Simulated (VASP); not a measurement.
# W8C8N in VASP: notebook

Runs on W8C8N. Level: PBE. Tasks: single point.

All numbers are computed with VASP 6.6.1; they aren't measurements. Logs are shortened: lines on timing, memory, paths and dates and some standing lists are left out, and cuts for length are marked.

### 1 The cell of the first run

The cell holds a slab with vacuum, 17 atoms: a = 5.797 Å, b = 5.797 Å, c = 15.250 Å, α = 90.00°, β = 90.00°, γ = 120.00°.

### 2 Single point, PBE

INCAR

```
SYSTEM = W8C8N
ALGO = Normal
EDIFF = 1E-6
ENCUT = 520
GGA = PE
ISIF = 2
ISMEAR = -1
LASPH = .True.
LCHARG = .False.
LREAL = Auto
LWAVE = .False.
NBANDS = 88
NELM = 100
PREC = Accurate
SIGMA = 0.1
```

KPOINTS

```
k-points
0
Gamma
  2 2 1
  0 0 0
```

POSCAR

```
W8C8N
1.0
    5.7965400000      0.0000000000      0.0000000000
   -2.8982700000      5.0199510000      0.0000000000
    0.0000000000      0.0000000000     15.2497250000
W C N
8 8 1
Direct
    0.0000000000      0.0000000000      0.0655750000
   -0.0021219305      0.0021799681      0.2485914900
    0.0000000000      0.5000000000      0.0655750000
   -0.0021114515      0.4956309274      0.2485879179
    0.5000000000      0.0000000000      0.0655750000
    0.5044077329      0.0021593839      0.2485884505
    0.5000000000      0.5000000000      0.0655750000
    0.5000599363      0.4999872395      0.2618424145
    0.3374096990      0.1747368999      0.1539784697
    0.3060389330      0.1119234529      0.3393673880
    0.3374171344      0.6626205821      0.1539765847
    0.3060749531      0.6939824410      0.3393803738
    0.8333480677      0.1666638649      0.1499327042
    0.8333991515      0.1666644417      0.3229666675
    0.8252841081      0.6626168415      0.1539793093
    0.8881389557      0.6940197612      0.3393566354
    0.1668098006      0.8332950230      0.3723832582
```

Potentials or basis: VASP PAW PBE potentials, release 64 (W_sv, C, N).

On the command line:

```sh
$ cat potpaw_PBE.64/W_sv/POTCAR potpaw_PBE.64/C/POTCAR potpaw_PBE.64/N/POTCAR > POTCAR
$ mpirun -np 1 vasp_std > vasp.out
```

OUTCAR:

```text
SYSTEM = W8C8N
   EDIFF = 1E-6
   ENCUT = 520
   GGA = PE
   ISIF = 2
   ISMEAR = -1
   LASPH = .True.
   LREAL = Auto
   NELM = 100
   PREC = Accurate

 ion  position               nearest neighbor table
   1  0.000  0.000  0.066-  13 2.11  15 2.16   9 2.17   2 2.79   5 2.90   5 2.90   3 2.90   3 2.90
                             7 2.90   7 2.90
   2  0.998  0.002  0.249-  14 2.00  16 2.09  10 2.09   9 2.23  15 2.23  13 2.23  17 2.54   1 2.79
                             4 2.86   6 2.86   8 2.91   8 2.91   6 2.94   4 2.94
   3  0.000  0.500  0.066-  13 2.11  15 2.16  11 2.17   4 2.79   7 2.90   7 2.90   5 2.90   1 2.90
                             1 2.90   5 2.90
   4  0.998  0.496  0.249-  14 2.00  16 2.09  12 2.09  11 2.23  15 2.23  13 2.23  17 2.54   3 2.79
                             2 2.86   6 2.86   8 2.91   8 2.91   6 2.94   2 2.94
   5  0.500  0.000  0.066-  13 2.11   9 2.16  11 2.16   6 2.79   1 2.90   1 2.90   3 2.90   7 2.90
                             7 2.90   3 2.90
   6  0.504  0.002  0.249-  14 2.00  10 2.09  12 2.09  11 2.23   9 2.23  13 2.23  17 2.54   5 2.79
                             2 2.86   4 2.86   8 2.91   8 2.91   4 2.94   2 2.94
   7  0.500  0.500  0.066-  11 2.12   9 2.12  15 2.12   3 2.90   3 2.90   1 2.90   5 2.90   5 2.90
                             1 2.90   8 2.99
   8  0.500  0.500  0.262-  12 2.28  16 2.28  10 2.28  15 2.32   9 2.32  11 2.32   4 2.91   2 2.91
                             6 2.91   6 2.91   2 2.91   4 2.91   7 2.99
   9  0.337  0.175  0.154-   7 2.12   5 2.16   1 2.17   2 2.23   6 2.23   8 2.32
  10  0.306  0.112  0.339-  17 1.49   6 2.09   2 2.09   8 2.28
  11  0.337  0.663  0.154-   7 2.12   5 2.16   3 2.17   4 2.23   6 2.23   8 2.32
  12  0.306  0.694  0.339-  17 1.49   6 2.09   4 2.09   8 2.28
  13  0.833  0.167  0.150-   1 2.11   3 2.11   5 2.11   6 2.23   4 2.23   2 2.23
  14  0.833  0.167  0.323-   2 2.00   4 2.00   6 2.00
  15  0.825  0.663  0.154-   7 2.12   3 2.16   1 2.16   2 2.23   4 2.23   8 2.32
  16  0.888  0.694  0.339-  17 1.49   4 2.09   2 2.09   8 2.28
  17  0.167  0.833  0.372-  12 1.49  10 1.49  16 1.49   6 2.54   4 2.54   2 2.54

  LATTYP: Found a hexagonal cell.
 ALAT       =     5.7965400000
 C/A-ratio  =     2.6308323586

  Lattice vectors:

 A1 = (   5.7965400000,   0.0000000000,   0.0000000000)
 A2 = (  -2.8982700000,   5.0199510000,   0.0000000000)
 A3 = (   0.0000000000,   0.0000000000,  15.2497250000)

Analysis of symmetry for initial positions (statically):
=====================================================================
 Subroutine PRICEL returns:
 Original cell was already a primitive cell.

 Routine SETGRP: Setting up the symmetry group for a
 hexagonal supercell.

 Subroutine GETGRP returns: Found  1 space group operations
 (whereof  1 operations were pure point group operations)
 out of a pool of 24 trial point group operations.

The static configuration has the point symmetry C_1 .

Analysis of symmetry for dynamics (positions and initial velocities):
=====================================================================
 Subroutine PRICEL returns:
 Original cell was already a primitive cell.

 Routine SETGRP: Setting up the symmetry group for a
 hexagonal supercell.

 Subroutine GETGRP returns: Found  1 space group operations
 (whereof  1 operations were pure point group operations)
 out of a pool of 24 trial point group operations.

The dynamic configuration has the point symmetry C_1 .

 Subroutine INISYM returns: Found  1 space group operations
 (whereof  1 operations are pure point group operations),
 and found     1 'primitive' translations

----------------------------------------------------------------------------------------

                                     Primitive cell

  volume of cell :     443.7418

  direct lattice vectors                    reciprocal lattice vectors
     5.796540000  0.000000000  0.000000000     0.172516708  0.099602566  0.000000000
    -2.898270000  5.019951000  0.000000000     0.000000000  0.199205132  0.000000000
     0.000000000  0.000000000 15.249725000     0.000000000  0.000000000  0.065574953

  length of vectors
     5.796540000  5.796540092 15.249725000     0.199205135  0.199205132  0.065574953

  position of ions in fractional coordinates (direct lattice)
     0.000000000  0.000000000  0.065575000
     0.997878069  0.002179968  0.248591490
     1.000000000  0.500000000  0.065575000
     0.997888549  0.495630927  0.248587918
     0.500000000  0.000000000  0.065575000
     0.504407733  0.002159384  0.248588451
[... 9 lines left out ...]
     0.888138956  0.694019761  0.339356635
     0.166809801  0.833295023  0.372383258

  ion indices of the primitive-cell ions
   primitive index   ion index
                 1           1
                 2           2
                 3           3
                 4           4
                 5           5
                 6           6
[... 9 lines left out ...]
[... 59 lines left out ...]
   PSTRESS=    0.0 pullay stress
   NELECT =     149.0000    total number of electrons
   NUPDOWN=      -1.0000    fix difference up-down
   EMIN   =  10.00;   EMAX   =-10.00  energy-range for DOS
   EFERMI =   0.00;   METHOD = LEGACY
   ISMEAR =    -1;   SIGMA  =   0.10  broadening in eV -4-tet -1-fermi 0-gaus
   EFERMI_NEDOS =   21; number of points for ismear=-14 and -15
   IALGO  =     38    algorithm
   IMIX   =      4    mixing-type and parameters
     AMIX     =   0.40;   BMIX     =  1.00
     AMIX_MAG =   1.60;   BMIX_MAG =  1.00
  volume/ion in A,a.u.               =      26.10       176.15
  Fermi-wavevector in a.u.,A,eV,Ry     =   1.137872  2.150267 17.616185  1.294753
  Thomas-Fermi vector in A             =   2.274577
   LORBIT       =      0    0 simple, 1 ext, 2 COOP (PROOUT), +10 PAW based schemes
   GGA     = PE    functional components
   LHFCALC =     F    Hartree Fock is set to
   AEXX    =    0.0000 exact exchange contribution
   IVDW    =     0    specifies the selected vdW correction
   LEPSILON=     F    determine dielectric tensor
   LRPA    =     F    only Hartree local field effects (RPA)
 non-spin polarized calculation
  energy-cutoff  :      520.00
  volume of cell :      443.74
 maximum number of plane-waves:     11985
 NGX is ok and might be reduce to    48
   NGX = 21   NGY = 21   NGZ = 57

 number of electron     148.9999997 magnetization

 Free energy of the ion-electron system (eV)
  ---------------------------------------------------
  ext. energy  EPLUGINS =         0.00000000
  ---------------------------------------------------
  free energy    TOTEN  =      -170.77545816 eV

  energy without entropy =     -170.55181005  energy(sigma->0) =     -170.66363410

 E-fermi :   1.2407     XC(G=0):  -6.6207

 val. band max:        0.6565059137   @ k =   0.0000   0.0000   0.0000
 cond. band min:       1.3094935037   @ k =   0.5000   0.5000   0.0000
 fundamental gap:      0.6529875900
 Fermi energy:         1.2406818024

 k-point     1 :       0.0000    0.0000    0.0000
  band No.  band energies     occupation
      1     -73.4267      2.00000
      2     -72.9340      2.00000
      3     -72.8691      2.00000
      4     -72.8373      2.00000
      5     -72.8373      2.00000
      6     -72.4730      2.00000
[... 78 lines left out ...]
     85       3.9108      0.00000
     86       3.9391      0.00000

 k-point     2 :       0.5000    0.0000    0.0000
  band No.  band energies     occupation
      1     -73.4262      2.00000
      2     -72.9250      2.00000
      3     -72.8665      2.00000
      4     -72.8490      2.00000
      5     -72.8373      2.00000
      6     -72.4583      2.00000
[... 78 lines left out ...]
     85       3.0480      0.00000
     86       3.4355      0.00000

 k-point     3 :       0.0000    0.5000    0.0000
  band No.  band energies     occupation
      1     -73.4262      2.00000
      2     -72.9250      2.00000
      3     -72.8665      2.00000
      4     -72.8490      2.00000
      5     -72.8373      2.00000
      6     -72.4584      2.00000
[... 78 lines left out ...]
     85       3.0479      0.00000
     86       3.4354      0.00000

 k-point     4 :       0.5000    0.5000    0.0000
  band No.  band energies     occupation
      1     -73.4262      2.00000
      2     -72.9250      2.00000
      3     -72.8665      2.00000
      4     -72.8490      2.00000
      5     -72.8373      2.00000
      6     -72.4586      2.00000
[... 78 lines left out ...]
     85       3.0479      0.00000
     86       3.4356      0.00000
 [bands above 86 left out]

------------------------ aborting loop because EDIFF is reached ----------------------------------------

  FORCE on cell =-STRESS in cart. coord.  units (eV):
  Direction    XX          YY          ZZ          XY          YZ          ZX
  --------------------------------------------------------------------------------------
  -------------------------------------------------------------------------------------
  Total       -2.8485429     -2.8509494      0.8990880     -0.0110869      0.0028053     -0.0177247
  in kB      -10.2849699    -10.2936586      3.2462537     -0.0400304      0.0101287     -0.0639971
  external PRESSURE =      -5.7774583 kB  Pullay stress =       0.0000000 kB

 VOLUME and BASIS-vectors are now :
 -----------------------------------------------------------------------------
  energy-cutoff  :      520.00
  volume of cell :      443.74
      direct lattice vectors                 reciprocal lattice vectors
     5.796540000  0.000000000  0.000000000     0.172516708  0.099602566  0.000000000
    -2.898270000  5.019951000  0.000000000     0.000000000  0.199205132  0.000000000
     0.000000000  0.000000000 15.249725000     0.000000000  0.000000000  0.065574953

 POSITION                                       TOTAL-FORCE (eV/Angst)
 -----------------------------------------------------------------------------------
      0.00000      0.00000      1.00000         0.376256     -0.216870     -0.328905
      5.77792      0.01094      3.79095         0.002512     -0.002973     -0.041125
     -1.44914      2.50998      1.00000         0.001011      0.433449     -0.329938
      4.34783      2.48804      3.79090        -0.001511      0.003424     -0.040763
      2.89827      0.00000      1.00000        -0.374541     -0.217007     -0.330123
      2.91756      0.01084      3.79091        -0.002190     -0.000669     -0.040828
[... 9 lines left out ...]
      3.13668      3.48395      5.17510        -0.052786     -0.029416      0.058267
     -1.44819      4.18310      5.67874        -0.003079     -0.000062      0.067953
 -----------------------------------------------------------------------------------
    total drift:                                0.002230      0.000269      0.015639

  FREE ENERGIE OF THE ION-ELECTRON SYSTEM (eV)
  ---------------------------------------------------
  free  energy   TOTEN  =      -170.7754581560 eV

  energy  without entropy=     -170.5518100479  energy(sigma->0) =     -170.66363410
```

It took 4.8 min on 1 thread of Intel Xeon 6975P-C (Granite Rapids), shared host; peak memory 0.62 GiB.

Results:

| Quantity | Value |
| --- | --- |
| Free energy | -170.7755 eV |
| Largest force | 0.758 eV/Å |
| Band gap on the k mesh | zero (an odd number of electrons rules out a gap without spin polarisation) |

Forces in eV/Å, atoms in the order of the input:
```
W    0.376 -0.217 -0.329
W    0.003 -0.003 -0.041
W    0.001  0.433 -0.330
W   -0.002  0.003 -0.041
W   -0.375 -0.217 -0.330
W   -0.002 -0.001 -0.041
W    0.003 -0.001  0.758
W    0.000  0.000  0.016
C   -0.001  0.004  0.001
C   -0.001  0.063  0.057
C    0.002 -0.002  0.001
C    0.055 -0.032  0.057
C   -0.001  0.000  0.003
C    0.000 -0.001  0.090
C   -0.003 -0.001  0.001
C   -0.053 -0.029  0.058
N   -0.003  0.000  0.068
```

Caveat: the k points lie up to 0.63 Å⁻¹ apart, too coarse for converged energies and pressures of a metal; there is no dipole correction, which matters where the two faces differ; spin-orbit coupling is left out, which moves the levels of the heavy elements; an odd number of electrons without spin polarisation forces a metal; a magnetic or distorted state may lie lower.

### 3 Single point, PBE

INCAR

```
ALGO = Normal
EDIFF = 1E-6
ENCUT = 520
GGA = PE
ISIF = 2
ISMEAR = -1
LASPH = T
LCHARG = F
LREAL = Auto
LWAVE = F
NBANDS = 88
NELM = 100
PREC = Accurate
SIGMA = 0.1
```

KPOINTS

```
k-points
0
Gamma
  2 2 1
```

POSCAR

```
W8C8N
1.0
    5.7965400000      0.0000000000      0.0000000000
   -2.8982700000      5.0199510000      0.0000000000
    0.0000000000      0.0000000000     15.2497250000
W C N
8 8 1
Direct
    0.0000000000      0.0000000000      0.0655749530
   -0.0127671568     -0.0078686027      0.2484241519
    0.0000084783      0.5000048805      0.0655749530
   -0.0088884430      0.4918374701      0.2467913356
    0.5000051755      0.0000000000      0.0655749530
    0.4910510588     -0.0121116720      0.2482602145
    0.4999964022      0.5000048805      0.0655749530
    0.5002700646      0.4846461649      0.2614211076
    0.3384770869      0.1613362362      0.1580618667
    0.3045152055      0.1040049993      0.3367208261
    0.3343373869      0.6564605909      0.1477534841
    0.3064327170      0.6831142376      0.3411995954
    0.8296860180      0.1670335029      0.1459895178
    0.8216038463      0.1658781132      0.3172975250
    0.8294815501      0.6581936756      0.1518388037
    0.8816249133      0.6820186093      0.3368913210
    0.1676704971      0.8201474477      0.3699542123
```

Potentials or basis: VASP PAW PBE potentials, release 64 (W_sv, C, N).

On the command line:

```sh
$ cat potpaw_PBE.64/W_sv/POTCAR potpaw_PBE.64/C/POTCAR potpaw_PBE.64/N/POTCAR > POTCAR
$ mpirun -np 1 vasp_std > vasp.out
```

Wall time 4.8 min (1 thread of Intel Xeon 6975P-C (Granite Rapids), shared host); peak memory 0.62 GiB.

The run converged. Its results:

```yaml
Free_energy: -170.3475 eV
Largest_force: 1.544 eV/Å
Band_gap_on_the_k_mesh: zero (an odd number of electrons rules out a gap without spin polarisation)
```

Forces on the atoms (eV/Å):
```
W    0.492 -0.232 -0.400
W    0.378  0.583 -0.613
W   -0.069  0.342 -1.491
W    1.491 -0.092 -0.224
W   -0.672 -0.370 -0.981
W    1.147 -0.155 -0.839
W    0.383 -0.704  0.387
W   -1.212  0.644 -0.053
C   -0.876  0.744 -1.032
C   -0.794 -0.247  0.577
C   -0.072  0.152  1.450
C   -0.193 -0.414 -0.395
C    0.198 -0.317  1.030
C    0.688 -0.519  1.245
C   -0.627  0.159  0.318
C   -0.052  0.510  0.587
N   -0.210 -0.082  0.434
```

Levels at points of the mesh, in eV from the Fermi level:
| k point | band 71 | band 72 | band 73 | band 74 | band 75 | band 76 | band 77 | band 78 | band 79 | band 80 |
| --- | --- | --- | --- | --- | --- | --- | --- | --- | --- | --- |
| (0.00, 0.00, 0.00) | -0.44 | 0.03 | 0.10 | 0.11 | 0.12 | 0.21 | 0.98 | 1.32 | 1.74 | 1.90 |
| (0.50, 0.00, 0.00) | -1.22 | -1.06 | -0.96 | -0.84 | -0.64 | 0.19 | 1.00 | 1.12 | 1.22 | 1.24 |
| (0.00, 0.50, 0.00) | -1.17 | -1.10 | -1.02 | -0.77 | -0.57 | 0.20 | 1.02 | 1.17 | 1.18 | 1.26 |
| (0.50, 0.50, 0.00) | -1.30 | -1.04 | -1.00 | -0.68 | -0.64 | 0.01 | 0.97 | 1.02 | 1.14 | 1.23 |

Caveat: the k points lie up to 0.63 Å⁻¹ apart, too coarse for converged energies and pressures of a metal; there is no dipole correction, which matters where the two faces differ; spin-orbit coupling is left out, which moves the levels of the heavy elements; an odd number of electrons without spin polarisation forces a metal; a magnetic or distorted state may lie lower.

### 4 Single point, PBE

INCAR

```
PREC = Accurate
ENCUT = 520
EDIFF = 1E-6
ISMEAR = -1
SIGMA = 0.1
LREAL = Auto
LASPH = T
NELM = 80
ALGO = Normal
ISIF = 2
LWAVE = F
LCHARG = T
GGA = PE
LELF = T
LVHAR = T
NBANDS = 88
```

KPOINTS

```
Automatic mesh
0
Gamma
  2 2 1
```

POSCAR

```
W8C8N
1.0
    5.7965400000      0.0000000000      0.0000000000
   -2.8982700000      5.0199510000      0.0000000000
    0.0000000000      0.0000000000     15.2497250000
W C N
8 8 1
Direct
    0.0000000000      0.0000000000      0.0655749530
   -0.0049599272     -0.0127491284      0.2482667720
    0.0000084783      0.5000048805      0.0655749530
   -0.0076181664      0.4872358316      0.2453355716
    0.5000051755      0.0000000000      0.0655749530
    0.4999733273     -0.0071713847      0.2519061819
    0.4999964022      0.5000048805      0.0655749530
    0.4875235571      0.4841680726      0.2625489968
    0.3389802595      0.1691052363      0.1537011323
    0.2940935368      0.1084871147      0.3364781988
    0.3411114084      0.6692495604      0.1553995236
    0.2962619948      0.6807835375      0.3405372884
    0.8395934041      0.1516548668      0.1486453034
    0.8232710139      0.1651410542      0.3259140739
    0.8227563992      0.6573370935      0.1556093634
    0.8720209164      0.6763014221      0.3367995161
    0.1519815258      0.8168207220      0.3689574730
```

On the command line:

```sh
$ cat potpaw_PBE.64/W_sv/POTCAR potpaw_PBE.64/C/POTCAR potpaw_PBE.64/N/POTCAR > POTCAR
$ mpirun -np 1 vasp_std > vasp.out
```

It took 5.3 min on 1 thread of Intel Xeon 6975P-C (Granite Rapids), shared host; peak memory 0.61 GiB.

The run converged. Its results:

```yaml
Free_energy: -170.3737 eV
Largest_force: 2.230 eV/Å
Band_gap_on_the_k_mesh: zero (an odd number of electrons rules out a gap without spin polarisation)
```

Forces on the atoms (eV/Å):
```
W    0.945 -0.677 -0.774
W   -1.978  0.990 -0.279
W    0.182  0.221 -0.518
W    0.343 -0.547  1.157
W   -0.113 -0.335  0.052
W    0.429  0.345 -1.127
W   -0.045 -0.164  1.064
W    0.242  0.945 -0.430
C   -0.141 -0.003  0.130
C    0.603 -0.623  1.135
C    0.060 -0.823 -0.468
C   -0.039  0.122 -0.229
C   -1.237  1.006  0.701
C    0.848 -0.473 -0.837
C   -0.027 -0.234 -0.602
C    0.202  0.139  0.511
N   -0.274  0.113  0.513
```

Levels at points of the mesh, in eV from the Fermi level:
```csv
k point,band 71,band 72,band 73,band 74,band 75,band 76,band 77,band 78,band 79,band 80
"(0.00, 0.00, 0.00)",-0.44,0.01,0.11,0.15,0.17,0.23,0.80,1.24,1.82,1.91
"(0.50, 0.00, 0.00)",-1.26,-1.07,-0.91,-0.72,-0.43,0.00,0.99,1.14,1.23,1.30
"(0.00, 0.50, 0.00)",-1.23,-0.97,-0.94,-0.79,-0.53,0.14,1.03,1.17,1.23,1.32
"(0.50, 0.50, 0.00)",-1.21,-0.99,-0.95,-0.82,-0.68,0.16,0.98,1.14,1.22,1.33
```

Caveat: the k points lie up to 0.63 Å⁻¹ apart, too coarse for converged energies and pressures of a metal; there is no dipole correction, which matters where the two faces differ; spin-orbit coupling is left out, which moves the levels of the heavy elements; an odd number of electrons without spin polarisation forces a metal; a magnetic or distorted state may lie lower.

### 5 Summary

| cell | gap on the mesh (eV) | largest force (eV/Å) |
| --- | --- | --- |
| as given, atomic positions A | none | 0.76 |
| as given, atomic positions B | none | 1.54 |
| as given, atomic positions C | none | 2.23 |

Alike in all rows: task single point; level PBE; potentials or basis VASP PAW PBE potentials, release 64 (W_sv, C, N); no spin polarisation; k mesh 2 × 2 × 1; cutoff (eV) 520; smearing fermi-dirac 0.1 eV.

Caveats: all runs use coarse meshes; there is no dipole correction, which matters where the two faces differ; spin-orbit coupling is left out, which moves the levels of the heavy elements; an odd number of electrons without spin polarisation forces a metal; a magnetic or distorted state may lie lower.

Absolute energies hang on the potentials; compare differences alone.

The gap in the log of VASP goes by the Fermi energy; the results here count the filled bands.